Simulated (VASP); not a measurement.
# CdSn2Te3: relaxation of cell and atoms with PBE

The system is CdSn2Te3.

```
Cd Sn Te
1.0
     3.69467    2.13312    4.04525
    -3.69467    2.13312    4.04525
     0.00000   -4.26624    4.04525
Cd Sn Te
1 2 3
Direct
  0.50000 0.50000 0.50000
  0.83565 0.83565 0.83565
  0.16435 0.16435 0.16435
  0.00000 0.33621 0.66379
  0.33621 0.66379 0.00000
  0.66379 0.00000 0.33621
```

```yaml
Program: VASP 6.6.1
Task: relaxation of cell and atoms
Functional: PBE
Potentials_or_basis: VASP PAW PBE potentials, release 64 (Cd, Sn_d, Te)
Cutoff: 600 eV
k_mesh: 6 × 6 × 6
Occupations: gaussian, width 0.1 eV
Spin: no spin polarisation
Dipole_correction: no
Further_INCAR_settings: ALGO = Normal; EDIFF = 1e-07; IBRION = 2; EDIFFG = -0.01; NSW = 100; ISIF = 3
```

The relaxed volume is 31.74 Å³/atom. The relaxed cell is a = 5.873 Å, b = 5.873 Å, c = 5.873 Å, α = 77.73°, β = 77.73°, γ = 77.73°. The space group after relaxing (to 0.1 Å) is R32 (No. 155), the energy gained by relaxing is 0.1 meV/atom and the ionic steps are 4. The pressure after relaxing is 0.0 GPa. The largest force after relaxing is 0.004 eV/Å. The band gap on the k mesh is zero (bands 29 and 30 overlap by 1.41 eV).

Forces in eV/Å, atoms in the order of the input:
```
Cd   0.000  0.000  0.000
Sn   0.000  0.000 -0.004
Sn   0.000  0.000  0.004
Te   0.000  0.000  0.000
Te   0.000  0.000  0.000
Te   0.000  0.000  0.000
```

Step by step:
| step | energy change (eV) | largest force (eV/Å) | pressure (GPa) | volume (Å³) |
| --- | --- | --- | --- | --- |
| 1 | 0.0000 | 0.0079 | -0.14 | 191.29 |
| 2 | -0.0005 | 0.0063 | 0.00 | 190.54 |
| 3 | -0.0005 | 0.0061 | 0.02 | 190.38 |
| 4 | -0.0006 | 0.0044 | 0.00 | 190.43 |

Final structure:
```
Cd Sn Te
1.0
     3.68534    2.12773    4.04749
    -3.68534    2.12773    4.04749
     0.00000   -4.25547    4.04749
Cd Sn Te
1 2 3
Direct
  0.50000 0.50000 0.50000
  0.83558 0.83558 0.83558
  0.16442 0.16442 0.16442
  0.00000 0.33621 0.66379
  0.33621 0.66379 0.00000
  0.66379 0.00000 0.33621
```

Levels at points of the mesh, in eV from the Fermi level:
```
           k point  band 26  band 27  band 28  band 29  band 30  band 31  band 32  band 33
(0.00, 0.00, 0.00)    -2.79    -1.85    -1.16    -1.16    -1.00     0.55     0.55     3.04
(0.50, 0.00, 0.00)    -2.36    -2.04    -1.02     0.17     1.32     1.46     1.81     2.29
(0.50, 0.50, 0.00)    -1.65    -1.31    -0.92    -0.65     0.51     1.73     1.93     2.44
(0.50, 0.50, 0.50)    -0.65    -0.36    -0.36    -0.36     1.57     2.04     2.27     2.27
```

It took 12 min on 1 thread of Intel Xeon 8259CL, with other jobs on the host, peak memory 0.52 GiB.

Caveat: spin-orbit coupling is left out, which moves the levels of the heavy elements.
